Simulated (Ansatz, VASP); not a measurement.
**One calculation of Ga3N2, two programs**

```
Ga N
1.0
     2.66162    1.53669    6.69420
    -2.66162    1.53669    6.69420
     0.00000   -3.07337    6.69420
Ga N
6 4
Direct
  0.04614 0.45386 0.75000
  0.75000 0.04614 0.45386
  0.45386 0.75000 0.04614
  0.95386 0.54614 0.25000
  0.25000 0.95386 0.54614
  0.54614 0.25000 0.95386
  0.90237 0.90237 0.90237
  0.59763 0.59763 0.59763
  0.09763 0.09763 0.09763
  0.40237 0.40237 0.40237
```

Alike in both runs: functional PBE; k mesh 6 × 6 × 6; occupations gaussian, width 0.1 eV; no spin polarisation.

Ansatz relaxed the structure, and its values are those at the end. VASP's run is a single point on that final structure, the one shown.

```csv
,VASP,Ansatz
version,VASP 6.6.1,Ansatz 0.2.0
potentials or method,"VASP PAW PBE potentials, release 64 (Ga_d, N), cutoff 520 eV","scalar-relativistic, plane waves, PAW"
valence electrons in the cell,98,98
```

|  | VASP | Ansatz | Ansatz less VASP |
| --- | --- | --- | --- |
| gap on the k mesh at the Fermi level (eV) | none | none | - |
| pressure (GPa) | 0.0 | -0.1 | -0.07 |
| rms of the force components (eV/Å) | 0.010 | 0.008 | -0.0020 |

A gap of «none» marks a metal or a gap that the smearing closes.
